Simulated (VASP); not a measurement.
Set up this calculation in VASP 6.6.1, as the native input.

* Task: single point
* Functional: PBE
* Potentials or basis: VASP PAW PBE potentials, release 64 (Sb, S)
* Cutoff: 520 eV
* k mesh: 8 × 8 × 8
* Occupations: gaussian, width 0.1 eV
* Spin: no spin polarisation
* Dipole correction: no
* Further INCAR settings: ALGO = Normal; EDIFF = 1e-06; NBANDS = 22

The structure of SbS4 lies in POSCAR:

```
SbS4
1.0
    4.8505857254      0.0000000000      0.0000000000
    0.0000000000      4.8505857254      0.0000000000
    0.0000000000      0.0000000000      4.8505857254
Sb S
1 4
Direct
    0.0000000000      0.0000000000      0.0000000000
    0.2859821920      0.2859821920      0.2859821920
    0.7140178080      0.7140178080      0.2859821920
    0.2859821920      0.7140178080      0.7140178080
    0.7140178080      0.2859821920      0.7140178080
```

One way to write it, as run:

INCAR

```
PREC = Accurate
ENCUT = 520
EDIFF = 1E-6
ISMEAR = 0
SIGMA = 0.1
LREAL = False
LASPH = True
NELM = 60
ALGO = Normal
ISIF = 2
LWAVE = False
LCHARG = False
GGA = PE
NBANDS = 22
```

KPOINTS

```
Automatic mesh
0
Gamma
  8 8 8
```

Potentials or basis: VASP PAW PBE potentials, release 64 (Sb, S).

The run is started by

```bash
$ cat potpaw_PBE.64/Sb/POTCAR potpaw_PBE.64/S/POTCAR > POTCAR
$ mpirun -np 1 vasp_std > vasp.out
```

It gave:

```yaml
Pressure: 0.0 GPa
```

Run time: 50 s on 1 thread of Intel(R) Xeon(R) Platinum 8488C (Sapphire Rapids), on a shared host, peak memory 0.24 GiB.
